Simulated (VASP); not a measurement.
# SnSe2 in VASP: a series of runs

The runs below take SnSe2 through single point, with PBE+D3(BJ).

All numbers are computed with VASP 6.6.1; they aren't measurements. Logs are shortened: lines on timing, memory, paths and dates and some standing lists are left out, and cuts for length are marked.

## 1. The cell of the first run

The cell holds a slab with vacuum, 3 atoms: a = 3.902 Å, b = 3.902 Å, c = 32.374 Å, α = 90.00°, β = 90.00°, γ = 120.00°.

## 2. Single point, PBE+D3(BJ)

INCAR reads:

```
PREC     = Accurate       # precision mode
ENCUT    = 520            # plane-wave cutoff, eV
EDIFF    = 1E-6           # SCF threshold, eV
ISMEAR   = 0              # smearing method
SIGMA    = 0.02           # smearing width, eV
LREAL    = False          # projectors in reciprocal space
LASPH    = True           # aspherical terms in the spheres
NELM     = 100            # most SCF steps
ALGO     = Normal         # electronic algorithm
ISIF     = 2              # what is computed and relaxed
LWAVE    = False          # write WAVECAR
LCHARG   = False          # write CHGCAR
LDIPOL   = True         
IDIPOL   = 3            
DIPOL    = 0.5 0.5 0.500
GGA      = PE             # functional
IVDW     = 12             # dispersion correction
NBANDS   = 20             # bands
```

KPOINTS reads:

```
Automatic mesh
0
Gamma
  9 9 1
```

POSCAR reads:

```
SnSe2
1.0
    3.9020000000      0.0000000000      0.0000000000
   -1.9510000000      3.3792311256      0.0000000000
    0.0000000000      0.0000000000     32.3737046298
Se Sn
2 1
Direct
    0.6666666667      0.3333333333      0.4544228868
    0.3333333333      0.6666666667      0.5455771132
    0.0000000000      0.0000000000      0.5000000000
```

Potentials or basis: VASP PAW PBE potentials, release 64 (Se, Sn_d).

The run is started by

```bash
$ cat potpaw_PBE.64/Se/POTCAR potpaw_PBE.64/Sn_d/POTCAR > POTCAR
$ mpirun -np 1 vasp_std > vasp.out
```

OUTCAR:

```text
PREC = Accurate
   ENCUT = 520
   EDIFF = 1E-6
   ISMEAR = 0
   LREAL = False
   LASPH = True
   NELM = 100
   ISIF = 2
   GGA = PE
   IVDW = 12
 IVDW          = 12

 ion  position               nearest neighbor table
   1  0.667  0.333  0.454-   3 2.69   3 2.69   3 2.69
   2  0.333  0.667  0.546-   3 2.69   3 2.69   3 2.69
   3  0.000  0.000  0.500-   1 2.69   2 2.69   1 2.69   2 2.69   1 2.69   2 2.69

  LATTYP: Found a hexagonal cell.
 ALAT       =     3.9020000000
 C/A-ratio  =     8.2966951896

  Lattice vectors:

 A1 = (   3.9020000000,   0.0000000000,   0.0000000000)
 A2 = (  -1.9510000000,   3.3792311256,   0.0000000000)
 A3 = (   0.0000000000,   0.0000000000,  32.3737046298)

Analysis of symmetry for initial positions (statically):
=====================================================================
 Subroutine PRICEL returns:
 Original cell was already a primitive cell.

 Routine SETGRP: Setting up the symmetry group for a
 hexagonal supercell.

 Subroutine GETGRP returns: Found 12 space group operations
 (whereof 12 operations were pure point group operations)
 out of a pool of 24 trial point group operations.

The static configuration has the point symmetry D_3d.

Analysis of symmetry for dynamics (positions and initial velocities):
=====================================================================
 Subroutine PRICEL returns:
 Original cell was already a primitive cell.

 Routine SETGRP: Setting up the symmetry group for a
 hexagonal supercell.

 Subroutine GETGRP returns: Found 12 space group operations
 (whereof 12 operations were pure point group operations)
 out of a pool of 24 trial point group operations.

The dynamic configuration has the point symmetry D_3d.

 Subroutine INISYM returns: Found 12 space group operations
 (whereof 12 operations are pure point group operations),
 and found     1 'primitive' translations

----------------------------------------------------------------------------------------

                                     Primitive cell

  volume of cell :     426.8719

  direct lattice vectors                    reciprocal lattice vectors
     3.902000000  0.000000000  0.000000000     0.256278831  0.147962652  0.000000000
    -1.951000000  3.379231126  0.000000000     0.000000000  0.295925305  0.000000000
     0.000000000  0.000000000 32.373704630     0.000000000  0.000000000  0.030889267

  length of vectors
     3.902000000  3.902000000 32.373704630     0.295925305  0.295925305  0.030889267

  position of ions in fractional coordinates (direct lattice)
     0.666666667  0.333333333  0.454422887
     0.333333333  0.666666667  0.545577113
     0.000000000  0.000000000  0.500000000

  ion indices of the primitive-cell ions
   primitive index   ion index
                 1           1
                 2           2
                 3           3

----------------------------------------------------------------------------------------

 KPOINTS: Automatic mesh

Automatic generation of k-mesh.
 Grid dimensions read from file:
 generate k-points for:    9    9    1

 Generating k-lattice:

  Cartesian coordinates                     Fractional coordinates (reciprocal lattice)
     0.028475426  0.016440295  0.000000000     0.111111111 -0.000000000  0.000000000
     0.000000000  0.032880589  0.000000000     0.000000000  0.111111111  0.000000000
     0.000000000  0.000000000  0.030889267     0.000000000  0.000000000  1.000000000

  Length of vectors
     0.032880589  0.032880589  0.030889267

  Shift w.r.t. Gamma in fractional coordinates (k-lattice)
     0.000000000  0.000000000  0.000000000

 Subroutine IBZKPT returns following result:
 ===========================================

 Found     12 irreducible k-points:

 Following reciprocal coordinates:
            Coordinates               Weight
  0.000000  0.000000  0.000000      1.000000
  0.111111  0.000000  0.000000      6.000000
  0.222222  0.000000  0.000000      6.000000
  0.333333  0.000000  0.000000      6.000000
  0.444444  0.000000  0.000000      6.000000
  0.111111  0.111111  0.000000      6.000000
  0.222222  0.111111  0.000000     12.000000
  0.333333  0.111111  0.000000     12.000000
  0.444444  0.111111  0.000000      6.000000
  0.222222  0.222222  0.000000      6.000000
  0.333333  0.222222  0.000000     12.000000
  0.333333  0.333333  0.000000      2.000000
   k-points           NKPTS =     12   k-points in BZ     NKDIM =     12   number of bands    NBANDS=     20
   number of dos      NEDOS =    301   number of ions     NIONS =      3
   total plane-waves  NPLWV = 225000
   dimension x,y,z NGX =    30 NGY =   30 NGZ =  250
   dimension x,y,z NGXF=    60 NGYF=   60 NGZF=  500
   ions per type =               2   1
   NGX,Y,Z   is equivalent  to a cutoff of  12.78, 12.78, 12.84 a.u.
   NGXF,Y,Z  is equivalent  to a cutoff of  25.56, 25.56, 25.68 a.u.
 SYSTEM =  unknown system
   PREC   = accura    normal or accurate (medium, high low for compatibility)
   ISTART =      0    job   : 0-new  1-cont  2-samecut
   ICHARG =      2    charge: 1-file 2-atom 10-const
   ISPIN  =      1    spin polarized calculation?
   LNONCOLLINEAR =      F non collinear calculations
   LSORBIT =      F    spin-orbit coupling
   LASPH  =      T    aspherical Exc in radial PAW
   ENCUT  =  520.0 eV  38.22 Ry    6.18 a.u.   7.26  7.26 60.19*2*pi/ulx,y,z
   NELM   =    100;   NELMIN=  2; NELMDL= -5     # of ELM steps
   EDIFF  = 0.1E-05   stopping-criterion for ELM
   LREAL  =      F    real-space projection
   EDIFFG = 0.1E-04   stopping-criterion for IOM
   NSW    =      0    number of steps for IOM
   IBRION =     -1    ionic relax: 0-MD 1-quasi-New 2-CG
   NFREE  =      0    steps in history (QN), initial steepest desc. (CG)
   ISIF   =      2    stress and relaxation
   ISYM   =      2    0-nonsym 1-usesym 2-fastsym
   POTIM  = 0.5000    time-step for ionic-motion
   TEBEG  =    0.0;   TEEND  =   0.0 temperature during run
   PSTRESS=    0.0 pullay stress
   NELECT =      26.0000    total number of electrons
   NUPDOWN=      -1.0000    fix difference up-down
   EMIN   =  10.00;   EMAX   =-10.00  energy-range for DOS
   EFERMI =   0.00;   METHOD = LEGACY
   ISMEAR =     0;   SIGMA  =   0.02  broadening in eV -4-tet -1-fermi 0-gaus
   EFERMI_NEDOS =   21; number of points for ismear=-14 and -15
   IALGO  =     38    algorithm
   IMIX   =      4    mixing-type and parameters
     AMIX     =   0.40;   BMIX     =  1.00
     AMIX_MAG =   1.60;   BMIX_MAG =  1.00
  volume/ion in A,a.u.               =     142.29       960.22
  Fermi-wavevector in a.u.,A,eV,Ry     =   0.644120  1.217210  5.644928  0.414891
  Thomas-Fermi vector in A             =   1.711344
   LORBIT       =      0    0 simple, 1 ext, 2 COOP (PROOUT), +10 PAW based schemes
   GGA     = PE    functional components
   LHFCALC =     F    Hartree Fock is set to
   AEXX    =    0.0000 exact exchange contribution
   IVDW    =    12    specifies the selected vdW correction
   LEPSILON=     F    determine dielectric tensor
   LRPA    =     F    only Hartree local field effects (RPA)
 non-spin polarized calculation
 Gauss-broadening in eV      SIGMA  =   0.02
  energy-cutoff  :      520.00
  volume of cell :      426.87
 maximum number of plane-waves:     11563
 NGX is ok and might be reduce to    30
   NGX = 15   NGY = 15   NGZ =121

 number of electron      25.9999997 magnetization

 dipolmoment           0.000000      0.000000     -0.000000 electrons x Angstroem

 Free energy of the ion-electron system (eV)
  ---------------------------------------------------
  ext. energy  EPLUGINS =         0.00000000
  ---------------------------------------------------
  free energy    TOTEN  =       -11.74875595 eV

  energy without entropy =      -11.74875595  energy(sigma->0) =      -11.74875595

 E-fermi :  -4.3774     XC(G=0):  -2.0593

 val. band max:       -4.4956130568   @ k =   0.2222   0.0000   0.0000
 cond. band min:      -3.3290879575   @ k =   0.4444   0.0000   0.0000
 fundamental gap:      1.1665250993
 Fermi energy:        -4.3773689635

 k-point     1 :       0.0000    0.0000    0.0000
  band No.  band energies     occupation
      1     -25.4696      2.00000
      2     -25.4696      2.00000
      3     -25.4422      2.00000
      4     -25.4240      2.00000
      5     -25.4240      2.00000
      6     -17.9169      2.00000
[... 12 lines left out ...]
     19       1.4442      0.00000
     20       1.9100      0.00000

 k-point     2 :       0.1111    0.0000    0.0000
  band No.  band energies     occupation
      1     -25.4755      2.00000
      2     -25.4670      2.00000
      3     -25.4394      2.00000
      4     -25.4254      2.00000
      5     -25.4225      2.00000
      6     -17.8022      2.00000
[... 12 lines left out ...]
     19       1.6712      0.00000
     20       2.0840      0.00000

 k-point     3 :       0.2222    0.0000    0.0000
  band No.  band energies     occupation
      1     -25.4914      2.00000
      2     -25.4620      2.00000
      3     -25.4351      2.00000
      4     -25.4251      2.00000
      5     -25.4167      2.00000
      6     -17.4724      2.00000
[... 12 lines left out ...]
     19       2.3242      0.00000
     20       2.5820      0.00000

 k-point     4 :       0.3333    0.0000    0.0000
  band No.  band energies     occupation
      1     -25.5100      2.00000
      2     -25.4592      2.00000
      3     -25.4378      2.00000
      4     -25.4168      2.00000
      5     -25.4073      2.00000
      6     -16.9847      2.00000
[... 153 lines left out ...]
 k-point    11 :       0.3333    0.2222    0.0000
  band No.  band energies     occupation
      1     -25.5065      2.00000
      2     -25.4757      2.00000
      3     -25.4284      2.00000
      4     -25.4154      2.00000
      5     -25.4063      2.00000
      6     -16.2844      2.00000
[... 12 lines left out ...]
     19       3.8343      0.00000
     20       4.1504      0.00000

 k-point    12 :       0.3333    0.3333    0.0000
  band No.  band energies     occupation
      1     -25.4920      2.00000
      2     -25.4920      2.00000
      3     -25.4170      2.00000
      4     -25.4170      2.00000
      5     -25.4147      2.00000
      6     -15.9943      2.00000
[... 12 lines left out ...]
     19       4.1066      0.00000
     20       4.1066      0.00000

------------------------ aborting loop because EDIFF is reached ----------------------------------------

 vacuum level on the upper side and lower side of the slab       (xc-potential included)        -0.009        -0.009

 Edisp (eV)   -0.74455

 E8    (eV) :    -0.3480

  FORCE on cell =-STRESS in cart. coord.  units (eV):
  Direction    XX          YY          ZZ          XY          YZ          ZX
  --------------------------------------------------------------------------------------
  -------------------------------------------------------------------------------------
  Total       0.25163     0.25163     2.78300     0.00000    -0.00000    -0.00000
  in kB       0.94445     0.94445    10.44543     0.00000    -0.00000    -0.00000
  external pressure =        4.11 kB  Pullay stress =        0.00 kB

 VOLUME and BASIS-vectors are now :
 -----------------------------------------------------------------------------
  energy-cutoff  :      520.00
  volume of cell :      426.87
      direct lattice vectors                 reciprocal lattice vectors
     3.902000000  0.000000000  0.000000000     0.256278831  0.147962652  0.000000000
    -1.951000000  3.379231126  0.000000000     0.000000000  0.295925305  0.000000000
     0.000000000  0.000000000 32.373704630     0.000000000  0.000000000  0.030889267

 POSITION                                       TOTAL-FORCE (eV/Angst)
 -----------------------------------------------------------------------------------
      1.95100      1.12641     14.71135        -0.000000      0.000000     -0.947174
     -0.00000      2.25282     17.66235         0.000000     -0.000000      0.947174
      0.00000      0.00000     16.18685        -0.000000     -0.000000      0.000000
 -----------------------------------------------------------------------------------
    total drift:                                0.000000      0.000000     -0.000000

  FREE ENERGIE OF THE ION-ELECTRON SYSTEM (eV)
  ---------------------------------------------------
  free  energy   TOTEN  =       -12.4933103701 eV

  energy  without entropy=      -12.4933103701  energy(sigma->0) =      -12.49331037

 vacuum level on the upper side and lower side of the slab         1.838         1.838
```

Run time: 2 min. Hardware: 1 thread of Intel Xeon Platinum 8488C (Sapphire Rapids), shared host; peak memory 0.54 GiB.

Results:

* Free energy: -12.4933 eV
* Largest force: 0.947 eV/Å
* Band gap on the k mesh: 1.17 eV, indirect (least direct gap 1.34 eV)
* Dispersion energy per atom: -0.248 eV

Forces in eV/Å, atoms in the order of the input:
```
Se   0.000  0.000 -0.947
Se   0.000  0.000  0.947
Sn   0.000  0.000  0.000
```

Levels at points of the mesh, in eV from the valence-band top:
```
           k point  band 9  band 10  band 11  band 12  band 13  band 14  band 15  band 16  band 17  band 18
(0.00, 0.00, 0.00)   -0.61    -0.61    -0.50    -0.18    -0.18     1.57     2.94     4.62     4.62     5.89
```

Caveat: spin-orbit coupling is left out, which moves the levels of the heavy elements.

## 3. Single point, PBE+D3(BJ)

This run uses another cell than the first one, of 147.89 Å³/atom, 1.039 times its volume.

INCAR reads:

```
PREC     = Accurate       # precision mode
ENCUT    = 520            # plane-wave cutoff, eV
EDIFF    = 1E-6           # SCF threshold, eV
ISMEAR   = 0              # smearing method
SIGMA    = 0.02           # smearing width, eV
LREAL    = F              # projectors in reciprocal space
LASPH    = T              # aspherical terms in the spheres
NELM     = 60             # most SCF steps
ALGO     = Normal         # electronic algorithm
ISIF     = 2              # what is computed and relaxed
LWAVE    = F              # write WAVECAR
LCHARG   = F              # write CHGCAR
LDIPOL   = T            
IDIPOL   = 3            
DIPOL    = 0.5 0.5 0.500
GGA      = PE             # functional
IVDW     = 12             # dispersion correction
NBANDS   = 20             # bands
```

KPOINTS is that of step 2.

POSCAR reads:

```
SnSe2
1.0
    3.9780000000      0.0000000000      0.0000000000
   -1.9890000000      3.4450490562      0.0000000000
    0.0000000000      0.0000000000     32.3737046298
Se Sn
2 1
Direct
    0.6666666667      0.3333333333      0.4544228868
    0.3333333333      0.6666666667      0.5455771132
    0.0000000000      0.0000000000      0.5000000000
```

Potentials or basis: VASP PAW PBE potentials, release 64 (Se, Sn_d).

The run is started by

```bash
$ cat potpaw_PBE.64/Se/POTCAR potpaw_PBE.64/Sn_d/POTCAR > POTCAR
$ mpirun -np 1 vasp_std > vasp.out
```

It took 96 s on 1 thread of Intel Xeon Platinum 8488C (Sapphire Rapids), shared host; peak memory 0.55 GiB.

Results (log left out):

| Quantity | Value |
| --- | --- |
| Free energy | -12.4746 eV |
| Largest force | 0.638 eV/Å |
| Band gap on the k mesh | 1.11 eV, indirect (least direct gap 1.29 eV) |
| Dispersion energy per atom | -0.238 eV |

Forces on the atoms (eV/Å):
```
Se   0.000  0.000 -0.638
Se   0.000  0.000  0.638
Sn   0.000  0.000  0.000
```

Levels at points of the mesh, in eV from the valence-band top:
```
           k point  band 11  band 12  band 13  band 14  band 15  band 16
(0.00, 0.00, 0.00)    -0.38    -0.23    -0.23     1.32     2.80     4.49
```

Caveat: spin-orbit coupling is left out, which moves the levels of the heavy elements.
